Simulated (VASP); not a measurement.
# WS2 (Tungstenite) (P6_3/mmc) in VASP: settings compared, part 2 of 2

VASP 6.6.1. The steps go on from the part before.

### 3 Single point, PBE

This run uses another cell than the first one, of 21.79 Å³/atom, 1.270 times its volume.

Contents of INCAR:

```
SYSTEM = WS2
ALGO = Normal
EDIFF = 1E-6
ENCUT = 520
GGA = PE
ISIF = 2
ISMEAR = 1
LASPH = .True.
LCHARG = .False.
LREAL = .False.
LWAVE = .False.
NBANDS = 35
NELM = 100
PREC = Accurate
SIGMA = 0.1
```

Contents of KPOINTS:

```
k-points
0
Gamma
  9 9 2
  0 0 0
```

Contents of POSCAR:

```
WS2
1.0
    3.1876913322      0.0000000000      0.0000000000
   -1.5938456661      2.7606216731      0.0000000000
    0.0000000000      0.0000000000     14.8569980510
W S
2 4
Direct
    0.3333333333      0.6666666667      0.2500000000
    0.6666666667      0.3333333333      0.7500000000
    0.3333333333      0.6666666667      0.6442491791
    0.6666666667      0.3333333333      0.1442491791
    0.3333333333      0.6666666667      0.8557508209
    0.6666666667      0.3333333333      0.3557508209
```

Potentials or basis: VASP PAW PBE potentials, release 64 (W_sv, S).

On the command line:

```bash
$ cat potpaw_PBE.64/W_sv/POTCAR potpaw_PBE.64/S/POTCAR > POTCAR
$ mpirun -np 1 vasp_std > vasp.out
```

OUTCAR:

```text
SYSTEM = WS2
   EDIFF = 1E-6
   ENCUT = 520
   GGA = PE
   ISIF = 2
   ISMEAR = 1
   LASPH = .True.
   LREAL = .False.
   NELM = 100
   PREC = Accurate

 ion  position               nearest neighbor table
   1  0.333  0.667  0.250-   4 2.42   6 2.42   4 2.42   6 2.42   4 2.42   6 2.42
   2  0.667  0.333  0.750-   3 2.42   5 2.42   3 2.42   5 2.42   3 2.42   5 2.42
   3  0.333  0.667  0.644-   2 2.42   2 2.42   2 2.42
   4  0.667  0.333  0.144-   1 2.42   1 2.42   1 2.42
   5  0.333  0.667  0.856-   2 2.42   2 2.42   2 2.42
   6  0.667  0.333  0.356-   1 2.42   1 2.42   1 2.42

  LATTYP: Found a hexagonal cell.
 ALAT       =     3.1876913322
 C/A-ratio  =     4.6607392318

  Lattice vectors:

 A1 = (   3.1876913322,   0.0000000000,   0.0000000000)
 A2 = (  -1.5938456661,   2.7606216731,   0.0000000000)
 A3 = (   0.0000000000,   0.0000000000,  14.8569980510)

Analysis of symmetry for initial positions (statically):
=====================================================================
 Subroutine PRICEL returns:
 Original cell was already a primitive cell.

 Routine SETGRP: Setting up the symmetry group for a
 hexagonal supercell.

 Subroutine GETGRP returns: Found 24 space group operations
 (whereof 12 operations were pure point group operations)
 out of a pool of 24 trial point group operations.

The static configuration has the point symmetry D_3d.
 The point group associated with its full space group is D_6h.

Analysis of symmetry for dynamics (positions and initial velocities):
=====================================================================
 Subroutine PRICEL returns:
 Original cell was already a primitive cell.
[... 132 lines left out ...]
   EFERMI_NEDOS =   21; number of points for ismear=-14 and -15
   IALGO  =     38    algorithm
   IMIX   =      4    mixing-type and parameters
     AMIX     =   0.40;   BMIX     =  1.00
     AMIX_MAG =   1.60;   BMIX_MAG =  1.00
  volume/ion in A,a.u.               =      21.79       147.05
  Fermi-wavevector in a.u.,A,eV,Ry     =   1.203939  2.275115 19.721230  1.449469
  Thomas-Fermi vector in A             =   2.339678
   LORBIT       =      0    0 simple, 1 ext, 2 COOP (PROOUT), +10 PAW based schemes
   GGA     = PE    functional components
   LHFCALC =     F    Hartree Fock is set to
   AEXX    =    0.0000 exact exchange contribution
   IVDW    =     0    specifies the selected vdW correction
   LEPSILON=     F    determine dielectric tensor
   LRPA    =     F    only Hartree local field effects (RPA)
 non-spin polarized calculation
 Methfessel and Paxton  Order N= 1 SIGMA  =   0.10
  energy-cutoff  :      520.00
  volume of cell :      130.74
 maximum number of plane-waves:      3558
 NGX is ok and might be reduce to    24
   NGX = 11   NGY = 11   NGZ = 55

 number of electron      52.0000001 magnetization

 Free energy of the ion-electron system (eV)
  ---------------------------------------------------
  ext. energy  EPLUGINS =         0.00000000
  ---------------------------------------------------
  free energy    TOTEN  =       -47.36359946 eV

  energy without entropy =      -47.36367155  energy(sigma->0) =      -47.36362349

 E-fermi :   4.7687     XC(G=0):  -9.5012

 val. band max:        4.6907807289   @ k =   0.0000   0.0000   0.0000
 cond. band min:       6.3319079795   @ k =   0.3333   0.3333   0.0000
 fundamental gap:      1.6411272506
 Fermi energy:         4.7687147417

 k-point     1 :       0.0000    0.0000    0.0000
  band No.  band energies     occupation
      1     -69.5229      2.00000
      2     -69.5229      2.00000
      3     -33.7512      2.00000
      4     -33.7512      2.00000
      5     -33.6068      2.00000
      6     -33.6068      2.00000
[... 901 lines left out ...]
     34       9.9949      0.00000
     35      11.1780      0.00000

------------------------ aborting loop because EDIFF is reached ----------------------------------------

  FORCE on cell =-STRESS in cart. coord.  units (eV):
  Direction    XX          YY          ZZ          XY          YZ          ZX
  --------------------------------------------------------------------------------------
  -------------------------------------------------------------------------------------
  Total       -0.0249112     -0.0249112     -0.0327167      0.0000000      0.0000000      0.0000000
  in kB       -0.3052753     -0.3052753     -0.4009279      0.0000000      0.0000000      0.0000000
  external PRESSURE =      -0.3371595 kB  Pullay stress =       0.0000000 kB

 VOLUME and BASIS-vectors are now :
 -----------------------------------------------------------------------------
  energy-cutoff  :      520.00
  volume of cell :      130.74
      direct lattice vectors                 reciprocal lattice vectors
     3.187691332  0.000000000  0.000000000     0.313706660  0.181118624  0.000000000
    -1.593845666  2.760621673  0.000000000     0.000000000  0.362237249  0.000000000
     0.000000000  0.000000000 14.856998051     0.000000000  0.000000000  0.067308348

 POSITION                                       TOTAL-FORCE (eV/Angst)
 -----------------------------------------------------------------------------------
     -0.00000      1.84041      3.71425        -0.000000     -0.000000      0.000000
      1.59385      0.92021     11.14275         0.000000     -0.000000      0.000000
     -0.00000      1.84041      9.57161        -0.000000     -0.000000     -0.002577
      1.59385      0.92021      2.14311        -0.000000      0.000000     -0.002577
     -0.00000      1.84041     12.71389        -0.000000      0.000000      0.002577
      1.59385      0.92021      5.28539         0.000000      0.000000      0.002577
 -----------------------------------------------------------------------------------
    total drift:                               -0.000000      0.000000     -0.000000

  FREE ENERGIE OF THE ION-ELECTRON SYSTEM (eV)
  ---------------------------------------------------
  free  energy   TOTEN  =       -47.3635994633 eV

  energy  without entropy=      -47.3636715479  energy(sigma->0) =      -47.36362349
```

Run time: 45 s. Hardware: 1 thread of Intel Xeon 6975P-C (Granite Rapids), shared host; peak memory 0.28 GiB.

What came out:

```yaml
Free_energy: -47.3636 eV
Pressure: 0.0 GPa
Band_gap_on_the_k_mesh: 1.64 eV, indirect (least direct gap 1.80 eV)
```

Forces in eV/Å, atoms in the order of the input:
```
W    0.000  0.000  0.000
W    0.000  0.000  0.000
S    0.000  0.000 -0.003
S    0.000  0.000 -0.003
S    0.000  0.000  0.003
S    0.000  0.000  0.003
```

Caveat: spin-orbit coupling is left out, which moves the levels of the heavy elements; this functional lacks dispersion, which binds the layers, so the pressure and a relaxed spacing across them are unreliable. A k mesh can miss the band edges.

### 4 Single point, RPBE

This run uses another cell than the first one, of 24.10 Å³/atom, 1.405 times its volume.

Contents of INCAR:

```
SYSTEM = WS2
PREC = Accurate ; ENCUT = 520
EDIFF = 1E-6 ; ISMEAR = 1
SIGMA = 0.1 ; LREAL = .FALSE.
LASPH = .TRUE. ; NELM = 100
ALGO = Normal ; ISIF = 2
LWAVE = .FALSE. ; LCHARG = .TRUE.
GGA = RP ; LELF = .TRUE.
LVHAR = .TRUE. ; NBANDS = 35
```

Contents of KPOINTS:

```
regular mesh
0
G
  9 9 2
  0 0 0
```

Contents of POSCAR:

```
WS2
1.0
    3.2106912659      0.0000000000      0.0000000000
   -1.6053456329      2.7805402000      0.0000000000
    0.0000000000      0.0000000000     16.2001908901
W S
2 4
Direct
    0.3333333333      0.6666666667      0.2500000000
    0.6666666667      0.3333333333      0.7500000000
    0.3333333333      0.6666666667      0.6529310553
    0.6666666667      0.3333333333      0.1529310553
    0.3333333333      0.6666666667      0.8470689447
    0.6666666667      0.3333333333      0.3470689447
```

On the command line:

```bash
$ cat potpaw_PBE.64/W_sv/POTCAR potpaw_PBE.64/S/POTCAR > POTCAR
$ mpirun -np 1 vasp_std > vasp.out
```

It took 45 s on 1 thread of Intel Xeon 6975P-C (Granite Rapids), shared host; peak memory 0.3 GiB.

Results (log left out):

```
Free energy            : -45.0127 eV
Pressure               : -0.1 GPa
Largest force          : 0.012 eV/Å
Band gap on the k mesh : 1.63 eV, indirect (least direct gap 1.74 eV)
```

Forces in eV/Å, atoms in the order of the input:
```
W    0.000  0.000  0.000
W    0.000  0.000  0.000
S    0.000  0.000  0.012
S    0.000  0.000  0.012
S    0.000  0.000 -0.012
S    0.000  0.000 -0.012
```

Levels at points of the mesh, in eV from the valence-band top:
| k point | band 24 | band 25 | band 26 | band 27 | band 28 | band 29 |
| --- | --- | --- | --- | --- | --- | --- |
| (0.00, 0.00, 0.00) | -1.75 | -0.21 | 0.00 | 2.70 | 2.70 | 2.70 |
| (0.00, 0.00, 0.50) | -1.75 | -0.10 | -0.10 | 2.70 | 2.70 | 2.70 |

Caveat: the PAW data sets were made with another functional, which shifts forces and pressure a little; spin-orbit coupling is left out, which moves the levels of the heavy elements; this functional lacks dispersion, which binds the layers, so the pressure and a relaxed spacing across them are unreliable.

### 5 The runs side by side

| level | potentials or basis | cell | gap on the mesh (eV) | pressure (GPa) | largest force (eV/Å) |
| --- | --- | --- | --- | --- | --- |
| LDA | VASP PAW LDA potentials, release 64 (W_sv, S) | a = 3.127, b = 3.127, c = 12.161 Å, angles 90.0, 90.0, 120.0°, 6 atoms | 0.97 | 0.4 | 0.05 |
| PBE | VASP PAW PBE potentials, release 64 (W_sv, S) | a = 3.188, b = 3.188, c = 14.857 Å, angles 90.0, 90.0, 120.0°, 6 atoms | 1.64 | 0.0 | - |
| RPBE | VASP PAW PBE potentials, release 64 (W_sv, S) | a = 3.211, b = 3.211, c = 16.200 Å, angles 90.0, 90.0, 120.0°, 6 atoms | 1.63 | -0.1 | 0.01 |

Alike in all rows: task single point; no spin polarisation; k mesh 9 × 9 × 2; cutoff (eV) 520; smearing methfessel-paxton 0.1 eV.

Caveats: spin-orbit coupling is left out, which moves the levels of the heavy elements; this functional lacks dispersion, which binds the layers, so the pressure and a relaxed spacing across them are unreliable (some runs); the PAW data sets were made with another functional, which shifts forces and pressure a little (some runs).

Total energies depend on the potentials used, so only differences within one code and one set of settings carry meaning.
